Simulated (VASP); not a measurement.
# KPtBr3 in VASP: further runs

The runs below take KPtBr3 through single point, with RPBE, r2SCAN.

Program: VASP 6.6.1. These are calculated values, not measurements. Logs are shortened: lines on timing, memory, paths and dates and some standing lists are left out, and cuts for length are marked.

## 1. The cell of the first run

The typed cell holds 10 atoms: a = 7.316 Å, b = 7.316 Å, c = 6.249 Å, α = 90.00°, β = 90.00°, γ = 60.00°.

## 2. Single point, RPBE

File INCAR:

```
SYSTEM = KPtBr3
ALGO     = Normal         ! electronic algorithm
EDIFF    = 1E-6           ! SCF threshold, eV
ENCUT    = 500            ! plane-wave cutoff, eV
GGA      = RP             ! functional
GGA_COMPAT= .False.      
ISIF     = 2              ! what is computed and relaxed
ISMEAR   = -1             ! smearing method
LASPH    = .True.         ! aspherical terms in the spheres
LCHARG   = .False.        ! write CHGCAR
LREAL    = .False.        ! projectors in reciprocal space
LWAVE    = .False.        ! write WAVECAR
NBANDS   = 51             ! bands
NELM     = 120            ! most SCF steps
PREC     = Accurate       ! precision mode
SIGMA    = 0.15           ! smearing width, eV
```

File KPOINTS:

```
k-points
0
Gamma
  3 3 3
  0 0 0
```

File POSCAR:

```
KPtBr3
1.0
    3.6581560000      6.3361090000      0.0000000000
   -3.6581560000      6.3361090000      0.0000000000
    0.0000000000      0.0000000000      6.2492650000
Pt K Br
2 2 6
Direct
    0.0000000000      0.0000000000      0.0000000000
    0.0000000000      0.0000000000      0.5000000000
    0.3333000000      0.3334000000      0.7500000000
    0.6666000000      0.6667000000      0.2500000000
    0.1570000000      0.6860000000      0.2500000000
    0.3140000000      0.8430000000      0.7500000000
    0.1570000000      0.1570000000      0.2500000000
    0.8430000000      0.3140000000      0.7500000000
    0.6860000000      0.1570000000      0.2500000000
    0.8430000000      0.8430000000      0.7500000000
```

Potentials or basis: VASP PAW PBE potentials, release 64 (Pt, K_sv, Br).

Command:

```bash
$ cat potpaw_PBE.64/Pt/POTCAR potpaw_PBE.64/K_sv/POTCAR potpaw_PBE.64/Br/POTCAR > POTCAR
$ mpirun -np 1 vasp_std > vasp.out
```

OUTCAR:

```text
SYSTEM = KPtBr3
   EDIFF = 1E-6
   ENCUT = 500
   GGA = RP
   ISIF = 2
   ISMEAR = -1
   LASPH = .True.
   LREAL = .False.
   NELM = 120
   PREC = Accurate

 ion  position               nearest neighbor table
   1  0.000  0.000  0.000-   7 2.53  10 2.53   5 2.53   8 2.53   9 2.53   6 2.53   2 3.12   2 3.12

   2  0.000  0.000  0.500-   7 2.53  10 2.53   5 2.53   8 2.53   9 2.53   6 2.53   1 3.12   1 3.12

   3  0.333  0.333  0.750-
   4  0.667  0.667  0.250-
   5  0.157  0.686  0.250-   1 2.53   2 2.53
   6  0.314  0.843  0.750-   1 2.53   2 2.53
   7  0.157  0.157  0.250-   1 2.53   2 2.53
   8  0.843  0.314  0.750-   1 2.53   2 2.53
   9  0.686  0.157  0.250-   1 2.53   2 2.53
  10  0.843  0.843  0.750-   1 2.53   2 2.53

  LATTYP: Found a hexagonal cell.
 ALAT       =     7.3163093551
 C/A-ratio  =     0.8541553803

  Lattice vectors:

 A1 = (   3.6581560000,  -6.3361090000,   0.0000000000)
 A2 = (   3.6581560000,   6.3361090000,   0.0000000000)
 A3 = (   0.0000000000,   0.0000000000,   6.2492650000)

Analysis of symmetry for initial positions (statically):
=====================================================================
 Subroutine PRICEL returns:
 Original cell was already a primitive cell.

 Routine SETGRP: Setting up the symmetry group for a
 hexagonal supercell.

 Subroutine GETGRP returns: Found  4 space group operations
 (whereof  2 operations were pure point group operations)
 out of a pool of 24 trial point group operations.

The static configuration has the point symmetry C_2 .
 The point group associated with its full space group is C_2v.

Analysis of symmetry for dynamics (positions and initial velocities):
=====================================================================
 Subroutine PRICEL returns:
 Original cell was already a primitive cell.

 Routine SETGRP: Setting up the symmetry group for a
 hexagonal supercell.

 Subroutine GETGRP returns: Found  4 space group operations
 (whereof  2 operations were pure point group operations)
 out of a pool of 24 trial point group operations.

The dynamic configuration has the point symmetry C_2 .
 The point group associated with its full space group is C_2v.

 Subroutine INISYM returns: Found  4 space group operations
 (whereof  2 operations are pure point group operations),
 and found     1 'primitive' translations

----------------------------------------------------------------------------------------

                                     Primitive cell

  volume of cell :     289.6969

  direct lattice vectors                    reciprocal lattice vectors
     3.658156000  6.336109000  0.000000000     0.136680885  0.078912784  0.000000000
    -3.658156000  6.336109000  0.000000000    -0.136680885  0.078912784  0.000000000
     0.000000000  0.000000000  6.249265000     0.000000000  0.000000000  0.160018818

  length of vectors
     7.316309355  7.316309355  6.249265000     0.157825511  0.157825511  0.160018818

  position of ions in fractional coordinates (direct lattice)
     0.000000000  0.000000000  0.000000000
     0.000000000  0.000000000  0.500000000
     0.333300000  0.333400000  0.750000000
     0.666600000  0.666700000  0.250000000
     0.157000000  0.686000000  0.250000000
     0.314000000  0.843000000  0.750000000
     0.157000000  0.157000000  0.250000000
     0.843000000  0.314000000  0.750000000
     0.686000000  0.157000000  0.250000000
     0.843000000  0.843000000  0.750000000

  ion indices of the primitive-cell ions
   primitive index   ion index
                 1           1
                 2           2
                 3           3
                 4           4
                 5           5
                 6           6
                 7           7
                 8           8
                 9           9
                10          10

----------------------------------------------------------------------------------------

 KPOINTS: k-points

Automatic generation of k-mesh.
 Grid dimensions read from file:
 generate k-points for:    3    3    3

 Generating k-lattice:

  Cartesian coordinates                     Fractional coordinates (reciprocal lattice)
     0.045560295  0.026304261  0.000000000     0.333333333  0.000000000  0.000000000
    -0.045560295  0.026304261  0.000000000     0.000000000  0.333333333  0.000000000
     0.000000000  0.000000000  0.053339606     0.000000000  0.000000000  0.333333333

  Length of vectors
     0.052608504  0.052608504  0.053339606

  Shift w.r.t. Gamma in fractional coordinates (k-lattice)
     0.000000000  0.000000000  0.000000000

 Subroutine IBZKPT returns following result:
 ===========================================

 Found      8 irreducible k-points:

 Following reciprocal coordinates:
            Coordinates               Weight
  0.000000  0.000000  0.000000      1.000000
  0.333333  0.000000  0.000000      4.000000
  0.333333  0.333333  0.000000      2.000000
 -0.333333  0.333333  0.000000      2.000000
  0.000000  0.000000  0.333333      2.000000
  0.333333  0.000000  0.333333      8.000000
  0.333333  0.333333  0.333333      4.000000
 -0.333333  0.333333  0.333333      4.000000
   k-points           NKPTS =      8   k-points in BZ     NKDIM =      8   number of bands    NBANDS=     51
   number of dos      NEDOS =    301   number of ions     NIONS =     10
   total plane-waves  NPLWV = 139968
   dimension x,y,z NGX =    54 NGY =   54 NGZ =   48
   dimension x,y,z NGXF=   108 NGYF=  108 NGZF=   96
   ions per type =               2   2   6
   NGX,Y,Z   is equivalent  to a cutoff of  12.27, 12.27, 12.77 a.u.
   NGXF,Y,Z  is equivalent  to a cutoff of  24.54, 24.54, 25.54 a.u.
 SYSTEM =  KPtBr3
   PREC   = accura    normal or accurate (medium, high low for compatibility)
   ISTART =      0    job   : 0-new  1-cont  2-samecut
   ICHARG =      2    charge: 1-file 2-atom 10-const
   ISPIN  =      1    spin polarized calculation?
   LNONCOLLINEAR =      F non collinear calculations
   LSORBIT =      F    spin-orbit coupling
   LASPH  =      T    aspherical Exc in radial PAW
   ENCUT  =  500.0 eV  36.75 Ry    6.06 a.u.  13.34 13.34 11.39*2*pi/ulx,y,z
   NELM   =    120;   NELMIN=  2; NELMDL= -5     # of ELM steps
   EDIFF  = 0.1E-05   stopping-criterion for ELM
   LREAL  =      F    real-space projection
   EDIFFG = 0.1E-04   stopping-criterion for IOM
   NSW    =      0    number of steps for IOM
   IBRION =     -1    ionic relax: 0-MD 1-quasi-New 2-CG
   NFREE  =      0    steps in history (QN), initial steepest desc. (CG)
   ISIF   =      2    stress and relaxation
   ISYM   =      2    0-nonsym 1-usesym 2-fastsym
   POTIM  = 0.5000    time-step for ionic-motion
   TEBEG  =    0.0;   TEEND  =   0.0 temperature during run
   PSTRESS=    0.0 pullay stress
   NELECT =      80.0000    total number of electrons
   NUPDOWN=      -1.0000    fix difference up-down
   EMIN   =  10.00;   EMAX   =-10.00  energy-range for DOS
   EFERMI =   0.00;   METHOD = LEGACY
   ISMEAR =    -1;   SIGMA  =   0.15  broadening in eV -4-tet -1-fermi 0-gaus
   EFERMI_NEDOS =   21; number of points for ismear=-14 and -15
   IALGO  =     38    algorithm
   IMIX   =      4    mixing-type and parameters
     AMIX     =   0.40;   BMIX     =  1.00
     AMIX_MAG =   1.60;   BMIX_MAG =  1.00
  volume/ion in A,a.u.               =      28.97       195.50
  Fermi-wavevector in a.u.,A,eV,Ry     =   1.066081  2.014601 15.463413  1.136529
  Thomas-Fermi vector in A             =   2.201654
   LORBIT       =      0    0 simple, 1 ext, 2 COOP (PROOUT), +10 PAW based schemes
   GGA     = RP    functional components
   LHFCALC =     F    Hartree Fock is set to
   AEXX    =    0.0000 exact exchange contribution
   IVDW    =     0    specifies the selected vdW correction
   LEPSILON=     F    determine dielectric tensor
   LRPA    =     F    only Hartree local field effects (RPA)
 non-spin polarized calculation
  energy-cutoff  :      500.00
  volume of cell :      289.70
 maximum number of plane-waves:      7397
 NGX is ok and might be reduce to    54
   NGX = 27   NGY = 27   NGZ = 23

 number of electron      79.9999987 magnetization

 Free energy of the ion-electron system (eV)
  ---------------------------------------------------
  ext. energy  EPLUGINS =         0.00000000
  ---------------------------------------------------
  free energy    TOTEN  =       -26.61772519 eV

  energy without entropy =      -26.12521565  energy(sigma->0) =      -26.37147042

 E-fermi :   3.3115     XC(G=0):  -8.2142

 val. band max:        3.2931550613   @ k =   0.3333   0.3333   0.3333
 cond. band min:       3.4447993051   @ k =  -0.3333   0.3333   0.3333
 fundamental gap:      0.1516442438
 Fermi energy:         3.3114828233

 k-point     1 :       0.0000    0.0000    0.0000
  band No.  band energies     occupation
      1     -28.1041      2.00000
      2     -28.1034      2.00000
      3     -13.5368      2.00000
      4     -12.7569      2.00000
      5     -12.6436      2.00000
      6     -12.6436      2.00000
[... 43 lines left out ...]
     50       8.3034      0.00000
     51       8.3122      0.00000

 k-point     2 :       0.3333    0.0000    0.0000
  band No.  band energies     occupation
      1     -28.1039      2.00000
      2     -28.1035      2.00000
      3     -13.4979      2.00000
      4     -12.7546      2.00000
      5     -12.7064      2.00000
      6     -12.6619      2.00000
[... 43 lines left out ...]
     50       8.6390      0.00000
     51       8.7610      0.00000

 k-point     3 :       0.3333    0.3333    0.0000
  band No.  band energies     occupation
      1     -28.1039      2.00000
      2     -28.1035      2.00000
      3     -13.4979      2.00000
      4     -12.7546      2.00000
      5     -12.7063      2.00000
      6     -12.6619      2.00000
[... 259 lines left out ...]
     50       8.5515      0.00000
     51       8.7389      0.00000

 k-point     8 :      -0.3333    0.3333    0.3333
  band No.  band energies     occupation
      1     -28.1037      2.00000
      2     -28.1037      2.00000
      3     -13.2919      2.00000
      4     -12.8927      2.00000
      5     -12.7592      2.00000
      6     -12.7592      2.00000
[... 43 lines left out ...]
     50       8.6399      0.00000
     51       9.0300      0.00000

------------------------ aborting loop because EDIFF is reached ----------------------------------------

  FORCE on cell =-STRESS in cart. coord.  units (eV):
  Direction    XX          YY          ZZ          XY          YZ          ZX
  --------------------------------------------------------------------------------------
  -------------------------------------------------------------------------------------
  Total       13.5820394     13.5818427     17.0284753      0.0000000      0.0000000      0.0000000
  in kB       75.1158820     75.1147937     94.1765005      0.0000000      0.0000000      0.0000000
  external PRESSURE =      81.4690588 kB  Pullay stress =       0.0000000 kB

 VOLUME and BASIS-vectors are now :
 -----------------------------------------------------------------------------
  energy-cutoff  :      500.00
  volume of cell :      289.70
      direct lattice vectors                 reciprocal lattice vectors
     3.658156000  6.336109000  0.000000000     0.136680885  0.078912784  0.000000000
    -3.658156000  6.336109000  0.000000000    -0.136680885  0.078912784  0.000000000
     0.000000000  0.000000000  6.249265000     0.000000000  0.000000000  0.160018818

 POSITION                                       TOTAL-FORCE (eV/Angst)
 -----------------------------------------------------------------------------------
      0.00000      0.00000      0.00000        -0.000091      0.000000      0.000000
      0.00000      0.00000      3.12463        -0.000091      0.000000      0.000000
     -0.00037      4.22428      4.68695         0.000166     -0.000131      0.000000
     -0.00037      8.44793      1.56232         0.000166      0.000131      0.000000
     -1.93516      5.34134      1.56232         1.749313     -1.010074      0.000000
     -1.93516      7.33088      4.68695         1.749313      1.010074     -0.000000
      0.00000      1.98954      1.56232        -0.000088      2.019865     -0.000000
      1.93516      7.33088      4.68695        -1.749300      1.009965     -0.000000
      1.93516      5.34134      1.56232        -1.749300     -1.009965      0.000000
      0.00000     10.68268      4.68695        -0.000088     -2.019865      0.000000
 -----------------------------------------------------------------------------------
    total drift:                                0.000010     -0.000000      0.000000

  FREE ENERGIE OF THE ION-ELECTRON SYSTEM (eV)
  ---------------------------------------------------
  free  energy   TOTEN  =       -26.6177251933 eV

  energy  without entropy=      -26.1252156463  energy(sigma->0) =      -26.37147042
```

Run time: 4.3 min. Hardware: 1 thread of Intel Xeon 8259CL, shared host; peak memory 0.41 GiB.

What came out:

```
Free energy   : -26.6177 eV
Pressure      : 8.1 GPa
Largest force : 2.020 eV/Å
```

Forces on the atoms (eV/Å):
```
Pt   0.000  0.000  0.000
Pt   0.000  0.000  0.000
K    0.000  0.000  0.000
K    0.000  0.000  0.000
Br   1.749 -1.010  0.000
Br   1.749  1.010  0.000
Br   0.000  2.020  0.000
Br  -1.749  1.010  0.000
Br  -1.749 -1.010  0.000
Br   0.000 -2.020  0.000
```

Caveat: the cell stands under pressure; the PAW data sets were made with another functional, which shifts forces and pressure a little; spin-orbit coupling is left out, which moves the levels of the heavy elements.

## 3. Single point, r2SCAN

POSCAR is that of step 2.

File INCAR.step1:

```
PREC     = Accurate       # precision mode
ENCUT    = 550            # plane-wave cutoff, eV
ISMEAR   = -1             # smearing method
SIGMA    = 0.1            # smearing width, eV
LREAL    = False          # projectors in reciprocal space
LASPH    = True           # aspherical terms in the spheres
NELM     = 120            # most SCF steps
NBANDS   = 51             # bands
GGA      = PE             # functional
ALGO     = Normal         # electronic algorithm
EDIFF    = 1E-5           # SCF threshold, eV
LWAVE    = True           # write WAVECAR
LCHARG   = False          # write CHGCAR
GGA_COMPAT= False
```

File INCAR.step2:

```
PREC     = Accurate       # precision mode
ENCUT    = 550            # plane-wave cutoff, eV
EDIFF    = 1E-6           # SCF threshold, eV
ISMEAR   = -1             # smearing method
SIGMA    = 0.1            # smearing width, eV
LREAL    = False          # projectors in reciprocal space
LASPH    = True           # aspherical terms in the spheres
NELM     = 120            # most SCF steps
ALGO     = Normal         # electronic algorithm
ISIF     = 2              # what is computed and relaxed
LWAVE    = False          # write WAVECAR
LCHARG   = False          # write CHGCAR
METAGGA  = R2SCAN         # meta-GGA
LMIXTAU  = True         
NBANDS   = 51             # bands
ISTART   = 1            
GGA_COMPAT= False
```

File KPOINTS:

```
regular mesh
0
Gamma
  3 3 3
```

Potentials or basis: VASP PAW PBE potentials, release 64 (Pt, K_sv, Br).

Command:

```bash
$ cat potpaw_PBE.64/Pt/POTCAR potpaw_PBE.64/K_sv/POTCAR potpaw_PBE.64/Br/POTCAR > POTCAR
$ cp INCAR.step1 INCAR
$ mpirun -np 1 vasp_std > vasp.out
$ cp INCAR.step2 INCAR
$ mpirun -np 1 vasp_std > vasp.out
```

Run time: 12 min. Hardware: 1 thread of Intel Xeon 8259CL, shared host; peak memory 0.48 GiB.

The run converged. Its results:

```yaml
Free_energy: -201.3893 eV
Pressure: 5.2 GPa
Largest_force: 1.817 eV/Å
Band_gap_on_the_k_mesh: 0.06 eV
```

Forces on the atoms (eV/Å):
```
Pt   0.000  0.000  0.000
Pt   0.000  0.000  0.000
K    0.000  0.000  0.000
K    0.000  0.000  0.000
Br   1.573 -0.908  0.000
Br   1.573  0.908  0.000
Br   0.000  1.817  0.000
Br  -1.573  0.908  0.000
Br  -1.573 -0.908  0.000
Br   0.000 -1.817  0.000
```

Stress tensor (GPa, compression positive):
```
4.82 0.00 0.00
0.00 4.82 0.00
0.00 0.00 6.03
```

Levels at points of the mesh, in eV from the valence-band top:
```csv
k point,band 36,band 37,band 38,band 39,band 40,band 41,band 42,band 43,band 44,band 45
"(0.00, 0.00, 0.00)",-2.09,-2.09,-1.69,-0.22,-0.22,0.93,0.93,2.05,2.58,3.76
```

Caveat: the cell stands under pressure; the PAW data sets were made with another functional, which shifts forces and pressure a little; spin-orbit coupling is left out, which moves the levels of the heavy elements; an odd mesh through Γ misses points on the zone boundary, where band edges can lie.
